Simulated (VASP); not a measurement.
# MnGa3 (Fm-3m) in VASP: notebook

The runs below take MnGa3 through single point, with PBE.

Program: VASP 6.6.1. These are calculated values, not measurements. Logs are shortened: lines on timing, memory, paths and dates and some standing lists are left out, and cuts for length are marked.

## Step 1: The cell of the first run

The structure is cubic, space group Fm-3m (No. 225). Conventional cell: a = 6.175 Å, b = 6.175 Å, c = 6.175 Å, α = 90.00°, β = 90.00°, γ = 90.00°. Ga (site symmetry -43m) has 10 Ga at 2.67 to 3.09 Å and 4 Mn at 2.67 Å within 3.5 Å. Ga (site symmetry m-3m) has 8 Ga at 2.67 Å and 6 Mn at 3.09 Å within 3.5 Å. Mn (site symmetry m-3m) has 14 Ga at 2.67 to 3.09 Å within 3.5 Å.

## Step 2: Single point, PBE, collinear spin, ferromagnetic start

The input, INCAR:

```
PREC = Accurate
ENCUT = 500
EDIFF = 1E-6
ISMEAR = 0
SIGMA = 0.1
LREAL = F
LASPH = T
NELM = 200
ALGO = Normal
ISIF = 2
LWAVE = F
LCHARG = F
ISPIN = 2
MAGMOM = 0 0 0 4
LORBIT = 11
LMAXMIX = 4
GGA = PE
NBANDS = 38
GGA_COMPAT = F
```

The input, KPOINTS:

```
Automatic mesh
0
Gamma
  12 12 12
```

The input, POSCAR:

```
MnGa3
1.0
    0.0000000000      3.0875124486      3.0875124486
    3.0875124486      0.0000000000      3.0875124486
    3.0875124486      3.0875124486      0.0000000000
Ga Mn
3 1
Direct
    0.2500000000      0.2500000000      0.2500000000
    0.7500000000      0.7500000000      0.7500000000
    0.5000000000      0.5000000000      0.5000000000
    0.0000000000      0.0000000000      0.0000000000
```

Potentials or basis: VASP PAW PBE potentials, release 64 (Ga_d, Mn_pv).

On the command line:

```bash
cat potpaw_PBE.64/Ga_d/POTCAR potpaw_PBE.64/Mn_pv/POTCAR > POTCAR
mpirun -np 1 vasp_std > vasp.out
```

OUTCAR:

```text
PREC = Accurate
   ENCUT = 500
   EDIFF = 1E-6
   ISMEAR = 0
   LREAL = F
   LASPH = T
   NELM = 200
   ISIF = 2
   ISPIN = 2
   LORBIT = 11
   GGA = PE

 ion  position               nearest neighbor table
   1  0.250  0.250  0.250-   4 2.67   4 2.67   4 2.67   3 2.67   4 2.67   3 2.67   3 2.67   3 2.67

   2  0.750  0.750  0.750-   3 2.67   3 2.67   3 2.67   3 2.67   4 2.67   4 2.67   4 2.67   4 2.67

   3  0.500  0.500  0.500-   1 2.67   1 2.67   1 2.67   1 2.67   2 2.67   2 2.67   2 2.67   2 2.67

   4  0.000  0.000  0.000-   2 2.67   2 2.67   2 2.67   1 2.67   2 2.67   1 2.67   1 2.67   1 2.67

  LATTYP: Found a face centered cubic cell.
 ALAT       =     6.1750248972

  Lattice vectors:

 A1 = (   0.0000000000,   3.0875124486,   3.0875124486)
 A2 = (   3.0875124486,   0.0000000000,   3.0875124486)
 A3 = (   3.0875124486,   3.0875124486,   0.0000000000)

Analysis of symmetry for initial positions (statically):
=====================================================================
 Subroutine PRICEL returns:
 Original cell was already a primitive cell.

 Routine SETGRP: Setting up the symmetry group for a
 face centered cubic supercell.

 Subroutine GETGRP returns: Found 48 space group operations
 (whereof 48 operations were pure point group operations)
 out of a pool of 48 trial point group operations.

The static configuration has the point symmetry O_h .

Analysis of symmetry for dynamics (positions and initial velocities):
=====================================================================
 Subroutine PRICEL returns:
 Original cell was already a primitive cell.

 Routine SETGRP: Setting up the symmetry group for a
 face centered cubic supercell.

 Subroutine GETGRP returns: Found 48 space group operations
 (whereof 48 operations were pure point group operations)
 out of a pool of 48 trial point group operations.

The dynamic configuration has the point symmetry O_h .

Analysis of structural, dynamic, and magnetic symmetry:
=====================================================================
 Subroutine PRICEL returns:
 Original cell was already a primitive cell.

 Routine SETGRP: Setting up the symmetry group for a
 face centered cubic supercell.

 Subroutine GETGRP returns: Found 48 space group operations
 (whereof 48 operations were pure point group operations)
 out of a pool of 48 trial point group operations.

The overall configuration has the point symmetry O_h .

 Subroutine INISYM returns: Found 48 space group operations
 (whereof 48 operations are pure point group operations),
 and found     1 'primitive' translations

----------------------------------------------------------------------------------------
[... 128 lines left out ...]
 spin polarized calculation
 Gauss-broadening in eV      SIGMA  =   0.10
  energy-cutoff  :      500.00
  volume of cell :       58.86
 maximum number of plane-waves:      1524
   NGX = 15   NGY = 15   NGZ = 15

 number of electron      52.0000024 magnetization       3.5080483

 Free energy of the ion-electron system (eV)
  ---------------------------------------------------
  ext. energy  EPLUGINS =         0.00000000
  ---------------------------------------------------
  free energy    TOTEN  =       -16.63736987 eV

  energy without entropy =      -16.62491454  energy(sigma->0) =      -16.63114221

 E-fermi :   8.1052     XC(G=0): -12.2596

 val. band max:        8.1048749308   @ k =  -0.4167   0.1667   0.0833
 cond. band min:       8.1191031136   @ k =   0.3333   0.0000   0.0000
 fundamental gap:      0.0142281828
 Fermi energy:         8.1052321442

 spin component 1

 k-point     1 :       0.0000    0.0000    0.0000
  band No.  band energies     occupation
      1     -41.6340      1.00000
      2     -41.6340      1.00000
      3     -41.6340      1.00000
      4      -7.2719      1.00000
      5      -7.2719      1.00000
      6      -7.2078      1.00000
[... 973 lines left out ...]
     37      18.9656      0.00000
     38      19.4734      0.00000

 [... further k-points ...]

 spin component 2

 k-point     1 :       0.0000    0.0000    0.0000
  band No.  band energies     occupation
      1     -38.2241      1.00000
      2     -38.2241      1.00000
      3     -38.2241      1.00000
      4      -7.2609      1.00000
      5      -7.2609      1.00000
      6      -7.1991      1.00000
[... 973 lines left out ...]
     37      19.3099      0.00000
     38      19.6989      0.00000

 [... further k-points ...]

------------------------ aborting loop because EDIFF is reached ----------------------------------------

  FORCE on cell =-STRESS in cart. coord.  units (eV):
  Direction    XX          YY          ZZ          XY          YZ          ZX
  --------------------------------------------------------------------------------------
  -------------------------------------------------------------------------------------
  Total        4.8035279      4.8035279      4.8035279     -0.0000000     -0.0000000     -0.0000000
  in kB      130.7418878    130.7418878    130.7418878     -0.0000000     -0.0000000     -0.0000000
  external PRESSURE =     130.7418878 kB  Pullay stress =       0.0000000 kB

 VOLUME and BASIS-vectors are now :
 -----------------------------------------------------------------------------
  energy-cutoff  :      500.00
  volume of cell :       58.86
      direct lattice vectors                 reciprocal lattice vectors
     0.000000000  3.087512449  3.087512449    -0.161942667  0.161942667  0.161942667
     3.087512449  0.000000000  3.087512449     0.161942667 -0.161942667  0.161942667
     3.087512449  3.087512449  0.000000000     0.161942667  0.161942667 -0.161942667

 POSITION                                       TOTAL-FORCE (eV/Angst)
 -----------------------------------------------------------------------------------
      1.54376      1.54376      1.54376        -0.000000     -0.000000     -0.000000
      4.63127      4.63127      4.63127         0.000000      0.000000      0.000000
      3.08751      3.08751      3.08751        -0.000000      0.000000      0.000000
      0.00000      0.00000      0.00000        -0.000000      0.000000      0.000000
 -----------------------------------------------------------------------------------
    total drift:                                0.000000     -0.000000      0.000000

  FREE ENERGIE OF THE ION-ELECTRON SYSTEM (eV)
  ---------------------------------------------------
  free  energy   TOTEN  =       -16.6373698731 eV

  energy  without entropy=      -16.6249145436  energy(sigma->0) =      -16.63114221

 total charge

# of ion       s       p       d       tot
------------------------------------------
    1        0.974   0.751   9.997  11.722
    2        0.974   0.751   9.997  11.722
    3        0.982   0.701  10.009  11.693
    4        0.313   6.203   5.097  11.613
--------------------------------------------------
tot          3.242   8.407  35.100  46.749

 magnetization (x)

# of ion       s       p       d       tot
------------------------------------------
    1        0.011  -0.028   0.010  -0.007
    2        0.011  -0.028   0.010  -0.007
    3        0.057  -0.031   0.004   0.031
    4        0.027   0.056   3.201   3.284
--------------------------------------------------
tot          0.105  -0.030   3.225   3.300
```

Run time: 7.6 min. Hardware: 1 thread of Intel Xeon 8259CL, shared host; peak memory 0.35 GiB.

What came out:

```
Free energy                                           : -16.6374 eV
Pressure                                              : 13.1 GPa
Net moment                                            : 3.51 μB per cell
Site moments                                          : Ga -0.01, +0.03 (each value once); Mn +3.28 μB
Valence electrons inside the program's atomic spheres : Ga 11.72, 11.69 (each value once); Mn 11.61
```

Levels at points of the mesh, in eV from the Fermi level:
Spin up:
| k point | band 25 | band 26 | band 27 | band 28 | band 29 | band 30 | band 31 | band 32 |
| --- | --- | --- | --- | --- | --- | --- | --- | --- |
| (0.00, 0.00, 0.00) | -1.30 | 0.45 | 0.45 | 0.45 | 0.86 | 2.04 | 2.04 | 2.04 |
| (0.50, 0.00, 0.00) | -2.49 | -1.85 | -0.15 | -0.15 | 0.65 | 0.65 | 1.88 | 6.84 |
| (0.50, 0.50, 0.00) | -2.49 | -2.44 | -2.44 | -1.04 | -0.29 | 7.19 | 7.19 | 7.90 |
Spin down:
| k point | band 21 | band 22 | band 23 | band 24 | band 25 | band 26 | band 27 | band 28 |
| --- | --- | --- | --- | --- | --- | --- | --- | --- |
| (0.00, 0.00, 0.00) | -2.21 | -2.21 | -1.33 | 0.30 | 0.30 | 0.52 | 0.52 | 0.52 |
| (0.50, 0.00, 0.00) | -2.69 | -2.69 | -1.85 | -0.62 | 0.09 | 0.09 | 0.25 | 0.25 |
| (0.50, 0.50, 0.00) | -5.25 | -4.06 | -4.06 | -1.37 | 0.15 | 0.15 | 0.63 | 1.60 |

Caveat: the cell stands under pressure.

## Step 3: Single point, PBE, collinear spin, ferromagnetic start

This run uses another cell than the first one, of 17.11 Å³/atom.

The input, INCAR:

```
SYSTEM = MnGa3
PREC = Accurate
ENCUT = 520
EDIFF = 1E-7
ISMEAR = 0
SIGMA = 0.1
LREAL = .FALSE.
LASPH = .TRUE.
NELM = 150
ALGO = Normal
ISIF = 2
LWAVE = .FALSE.
LCHARG = .FALSE.
ISPIN = 2
MAGMOM = 0.12 0.12 0.16 4.51
LORBIT = 11
NUPDOWN = 5.0
LMAXMIX = 4
GGA = PE
NBANDS = 38
```

The input, KPOINTS:

```
Automatic mesh
0
G
  12 12 12
  0 0 0
```

The input, POSCAR:

```
MnGa3
1.0
    0.0000000000      3.2467030344      3.2467030344
    3.2467030344      0.0000000000      3.2467030344
    3.2467030344      3.2467030344      0.0000000000
Ga Mn
3 1
Direct
    0.2500000000      0.2500000000      0.2500000000
    0.7500000000      0.7500000000      0.7500000000
    0.5000000000      0.5000000000      0.5000000000
    0.0000000000      0.0000000000      0.0000000000
```

Potentials or basis: VASP PAW PBE potentials, release 64 (Ga_d, Mn_pv).

On the command line:

```bash
cat potpaw_PBE.64/Ga_d/POTCAR potpaw_PBE.64/Mn_pv/POTCAR > POTCAR
mpirun -np 1 vasp_std > vasp.out
```

OUTCAR:

```text
SYSTEM = MnGa3
   PREC = Accurate
   ENCUT = 520
   EDIFF = 1E-7
   ISMEAR = 0
   LREAL = .FALSE.
   LASPH = .TRUE.
   NELM = 150
   ISIF = 2
   ISPIN = 2
   LORBIT = 11
   NUPDOWN = 5.0
   GGA = PE

 ion  position               nearest neighbor table
   1  0.250  0.250  0.250-   4 2.81   3 2.81   4 2.81   3 2.81   4 2.81   4 2.81   3 2.81   3 2.81

   2  0.750  0.750  0.750-   3 2.81   3 2.81   4 2.81   4 2.81   3 2.81   3 2.81   4 2.81   4 2.81

   3  0.500  0.500  0.500-   1 2.81   1 2.81   2 2.81   2 2.81   1 2.81   1 2.81   2 2.81   2 2.81

   4  0.000  0.000  0.000-   2 2.81   1 2.81   2 2.81   1 2.81   2 2.81   2 2.81   1 2.81   1 2.81

  LATTYP: Found a face centered cubic cell.
 ALAT       =     6.4934060688

  Lattice vectors:

 A1 = (   0.0000000000,   3.2467030344,   3.2467030344)
 A2 = (   3.2467030344,   0.0000000000,   3.2467030344)
 A3 = (   3.2467030344,   3.2467030344,   0.0000000000)

Analysis of symmetry for initial positions (statically):
[... 1196 lines left out ...]
      6      -8.3797      1.00000
[... 973 lines left out ...]
     37      16.6886      0.00000
     38      17.0321      0.00000

 [... further k-points ...]
[... 5 lines left out ...]
  --------------------------------------------------------------------------------------
  -------------------------------------------------------------------------------------
  Total        1.3833955      1.3833955      1.3833955     -0.0000000      0.0000000      0.0000000
  in kB       32.3816698     32.3816698     32.3816698     -0.0000000      0.0000000      0.0000000
  external PRESSURE =      32.3816698 kB  Pullay stress =       0.0000000 kB

 VOLUME and BASIS-vectors are now :
 -----------------------------------------------------------------------------
  energy-cutoff  :      520.00
  volume of cell :       68.45
      direct lattice vectors                 reciprocal lattice vectors
     0.000000000  3.246703034  3.246703034    -0.154002382  0.154002382  0.154002382
     3.246703034  0.000000000  3.246703034     0.154002382 -0.154002382  0.154002382
     3.246703034  3.246703034  0.000000000     0.154002382  0.154002382 -0.154002382

 POSITION                                       TOTAL-FORCE (eV/Angst)
 -----------------------------------------------------------------------------------
      1.62335      1.62335      1.62335         0.000000      0.000000      0.000000
      4.87005      4.87005      4.87005        -0.000000     -0.000000     -0.000000
      3.24670      3.24670      3.24670         0.000000      0.000000      0.000000
      0.00000      0.00000      0.00000         0.000000      0.000000      0.000000
 -----------------------------------------------------------------------------------
    total drift:                                0.000000      0.000000      0.000000

  FREE ENERGIE OF THE ION-ELECTRON SYSTEM (eV)
  ---------------------------------------------------
  free  energy   TOTEN  =       -16.6813867202 eV

  energy  without entropy=      -16.6697368231  energy(sigma->0) =      -16.67556177

 total charge

# of ion       s       p       d       tot
------------------------------------------
    1        1.005   0.635   9.965  11.604
    2        1.005   0.635   9.965  11.604
    3        0.994   0.606   9.975  11.575
    4        0.295   6.178   4.933  11.405
--------------------------------------------------
tot          3.298   8.052  34.838  46.188

 magnetization (x)

# of ion       s       p       d       tot
------------------------------------------
    1        0.053   0.037   0.020   0.110
    2        0.053   0.037   0.020   0.110
    3        0.097   0.041   0.013   0.150
    4        0.070   0.077   3.883   4.030
--------------------------------------------------
tot          0.271   0.191   3.936   4.399
```

stdout:

```text
POSCAR found type information on POSCAR GaMn
 POSCAR found :  2 types and       4 ions
 scaLAPACK will be used
 LDA part: xc-table for (Slater+PW92), standard interpolation
 POSCAR, INCAR and KPOINTS ok, starting setup
 FFT: planning ... GRIDC
 FFT: planning ... GRID_SOFT
 FFT: planning ... GRID
 WAVECAR not read
 entering main loop
```

Run time: 10 min. Hardware: 1 thread of Intel Xeon 8259CL, shared host; peak memory 0.42 GiB.

What came out:

```
Free energy                                           : -16.6814 eV
Pressure                                              : 3.2 GPa
Net moment                                            : 5.00 μB per cell
Site moments                                          : Ga +0.11, +0.15 (each value once); Mn +4.03 μB
Valence electrons inside the program's atomic spheres : Ga 11.60, 11.57 (each value once); Mn 11.40
```

Caveat: the cell stands under pressure; the total moment is fixed, so each spin has its own Fermi level and the state may be an excited one.
